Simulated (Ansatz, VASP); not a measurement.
One calculation of GaSb3, two programs

File INCAR:

```
PREC = Accurate ; ENCUT = 520
EDIFF = 1E-6 ; ISMEAR = 0
SIGMA = 0.15 ; LREAL = F
LASPH = T ; NELM = 100
ALGO = Normal ; ISIF = 2
LWAVE = F ; LCHARG = F
GGA = CA ; NBANDS = 22
```

File KPOINTS:

```
Automatic mesh
0
Gamma
  10 10 10
```

Contents of POSCAR:

```
GaSb3
1.0
    0.0000000000      3.5575375855      3.8545919739
    3.5575375855      0.0000000000      3.8545919739
    3.5575375855      3.5575375855      0.0000000000
Ga Sb
1 3
Direct
    0.0000000000      0.0000000000      0.0000000000
    0.2500000000      0.2500000000      0.2500000000
    0.7500000000      0.7500000000      0.7500000000
    0.5000000000      0.5000000000      0.5000000000
```

Input for Ansatz:

```yaml
crystal:
  lattice:
    - [0.0, 3.5575375855, 3.8545919739]
    - [3.5575375855, 0.0, 3.8545919739]
    - [3.5575375855, 3.5575375855, 0.0]
  atoms:
    - { symbol: Ga, position: [0.0, 0.0, 0.0] }
    - { symbol: Sb, position: [0.25, 0.25, 0.25] }
    - { symbol: Sb, position: [0.75, 0.75, 0.75] }
    - { symbol: Sb, position: [0.5, 0.5, 0.5] }
basis:
  ecutwfc: 420
kpoints:
  mp_grid: { grid: [10, 10, 10] }
hamiltonian:
  xc: lda
  pseudopotentials: { kind: paw, azcp: { folder: soft_1 } }
scf:
  occupations: { method: gaussian, width: 0.15 }
output:
  forces: true
  stress: true
  eigenvalues: true
```

Alike in both runs: task single point; functional LDA; k mesh 10 × 10 × 10; occupations gaussian, width 0.15 eV; no spin polarisation.

```csv
,VASP,Ansatz
version,VASP 6.6.1,Ansatz 0.2.0
potentials or method,"VASP PAW LDA potentials, release 64 (Ga_d, Sb), cutoff 520 eV","scalar-relativistic, plane waves, PAW"
valence electrons in the cell,28,58
```

|  | VASP | Ansatz | Ansatz less VASP |
| --- | --- | --- | --- |
| gap on the k mesh at the Fermi level (eV) | none | none | - |
| pressure (GPa) | -1.2 | -1.3 | -0.09 |
| traceless stress, the component that is largest in VASP (GPa) | -1.57 | -1.54 | +0.032 |

Ansatz warns that its potentials were made for another functional, while VASP's fit it. LDA's correlation is that of Perdew and Zunger in VASP and of Perdew and Wang (1992) in Ansatz. A gap of «none» marks a metal or a gap that the smearing closes. VASP's potentials hold 28 valence electrons a cell and Ansatz's 58, so a difference there can come from the potentials and not from the codes.

Neither program's run includes spin-orbit coupling.
